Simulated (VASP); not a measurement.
A run of VASP 6.6.1:

The input INCAR:

```
PREC = Accurate ; ENCUT = 600
EDIFF = 1E-6 ; ISMEAR = -1
SIGMA = 0.01 ; LREAL = F
LASPH = T ; NELM = 120
ALGO = Normal ; ISIF = 2
LWAVE = F ; LCHARG = F
GGA = PE ; NBANDS = 16
GGA_COMPAT = F
```

The input KPOINTS:

```
Automatic mesh
0
Gamma
  9 9 9
```

The input POSCAR:

```
ZrN
1.0
    0.0000000000      2.3142891050      2.3142891050
    2.3142891050      0.0000000000      2.3142891050
    2.3142891050      2.3142891050      0.0000000000
Zr N
1 1
Direct
    0.0000000000      0.0000000000      0.0000000000
    0.5000000000      0.5000000000      0.5000000000
```

Potentials or basis: VASP PAW PBE potentials, release 64 (Zr_sv, N).

Launch:

```bash
$ cat potpaw_PBE.64/Zr_sv/POTCAR potpaw_PBE.64/N/POTCAR > POTCAR
$ mpirun -np 1 vasp_std > vasp.out
```

Hardware: 1 thread of Intel Xeon 8259CL, with other jobs on the host.

**Question.** Estimate the wall time of this run.

**Answer.** Run time: 52 s on 1 thread of Intel Xeon 8259CL, with other jobs on the host, peak memory 0.16 GiB. Counts: scf iterations 13, k points 35.
